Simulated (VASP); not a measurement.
Input of a VASP 6.6.1 run:

INCAR

```
PREC = Accurate ; ENCUT = 520
EDIFF = 1E-6 ; ISMEAR = 0
SIGMA = 0.1 ; LREAL = F
LASPH = T ; NELM = 100
ALGO = Normal ; ISIF = 2
LWAVE = F ; LCHARG = F
LDIPOL = T ; IDIPOL = 3
DIPOL = 0.5 0.5 0.495 ; GGA = PS
IBRION = 2 ; NSW = 90
EDIFFG = -0.03
```

Contents of KPOINTS:

```
Automatic mesh
0
Gamma
  12 12 1
```

POSCAR

```
Cu4O
1.0
    2.5196845177      0.0000000000      0.0000000000
   -1.2598422588      2.1821108018      0.0000000000
    0.0000000000      0.0000000000     25.1719413810
Cu O
4 1
Selective dynamics
Direct
    0.6666666667      0.3333333333      0.3376775700  F F F
    0.3333333333      0.6666666667      0.4194080080  F F F
    0.0000000000      0.0000000000      0.5001010482  T T T
    0.6666666667      0.3333333333      0.5807085547  T T T
    0.3333333333      0.6666666667      0.6347369659  T T T
```

Potentials or basis: VASP PAW PBE potentials, release 64 (Cu, O).

Run with:

```sh
$ cat potpaw_PBE.64/Cu/POTCAR potpaw_PBE.64/O/POTCAR > POTCAR
$ mpirun -np 1 vasp_std > vasp.out
```

What does it give for the energy gained by relaxing?

24.7 meV/atom.

What does it give for the band gap on the k mesh?

Zero (bands 25 and 26 overlap by 4.11 eV).

Step by step:
```csv
step,energy change (eV),largest force on free atoms (eV/Å),pressure (GPa)
1,0.0000,1.5188,0.43
2,-0.1182,0.2591,1.92
3,-0.1207,0.2194,2.20
4,-0.1227,0.1263,2.25
5,-0.1235,0.0390,2.33
6,-0.1236,0.0317,2.30
7,-0.1236,0.0278,2.30
```

Caveat: the PAW data sets were made with another functional, which shifts forces and pressure a little. With open d or f shells a metallic result of PBEsol can be an artefact of self-interaction; +U or a hybrid may open a gap.
